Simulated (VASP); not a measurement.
O: relaxation of cell and atoms with PBE

O:

```
O
1.0
     1.76370    1.01827    3.88187
    -1.76370    1.01827    3.88187
     0.00000   -2.03655    3.88187
O
2
Direct
  0.94768 0.94768 0.94768
  0.05232 0.05232 0.05232
```

* Program: VASP 6.6.1
* Task: relaxation of cell and atoms
* Functional: PBE
* Potentials or basis: VASP PAW PBE potentials, release 64 (O_h)
* Cutoff: 910 eV
* k mesh: 9 × 9 × 9
* Occupations: gaussian, width 0.02 eV
* Spin: collinear spin, ferromagnetic start
* Starting moments: [0.61, 0.61] μB
* Dipole correction: no
* Further INCAR settings: ALGO = Normal; EDIFF = 1e-07; IBRION = 2; EDIFFG = -0.005; NSW = 70; ISIF = 3

| Quantity | Value |
| --- | --- |
| Relaxed volume | 20.77 Å³/atom |
| Relaxed cell | a = 4.370 Å, b = 4.370 Å, c = 4.370 Å, α = 47.52°, β = 47.52°, γ = 47.52° |
| Space group after relaxing (to 0.1 Å) | R-3m (No. 166) |
| Energy gained by relaxing | 0.0 meV/atom |
| Ionic steps | 8 |
| Pressure after relaxing | 0.0 GPa |
| Largest force after relaxing | 0.003 eV/Å |
| Band gap on the k mesh | 1.57 eV (least direct gap 1.61 eV) |
| Net moment | 2.00 μB per cell |
| Site moments | O +0.62 μB |
| Valence electrons inside the program's atomic spheres | O 3.31 |

Forces on the atoms (eV/Å):
```
O    0.000  0.000 -0.003
O    0.000  0.000  0.003
```

Final structure:
```xyz
2
Lattice="1.7607 1.0165 3.8681 -1.7607 1.0165 3.8681 0.0000 -2.0331 3.8681" Properties=species:S:1:pos:R:3 pbc="T T T"
O     0.0000    0.0000   10.9947
O     0.0000    0.0000    0.6096
```

Levels at points of the mesh, in eV from the valence-band top:
Spin up:
```tsv
k point	band 3	band 4	band 5	band 6	band 7	band 8	band 9	band 10	band 11
(0.00, 0.00, 0.00)	-7.30	-6.54	-6.54	-0.11	-0.11	6.39	10.82	13.23	15.08
```
Spin down:
```tsv
k point	band 3	band 4	band 5	band 6	band 7	band 8
(0.00, 0.00, 0.00)	-6.47	-4.60	-4.60	2.28	2.28	6.76
```

Wall time 14 min on 1 thread of Intel(R) Xeon(R) Platinum 8488C (Sapphire Rapids), on a shared host, peak memory 0.46 GiB.

Caveat: this functional lacks dispersion, which holds the molecules together, so the pressure and a relaxed volume are unreliable. A k mesh can miss the band edges.
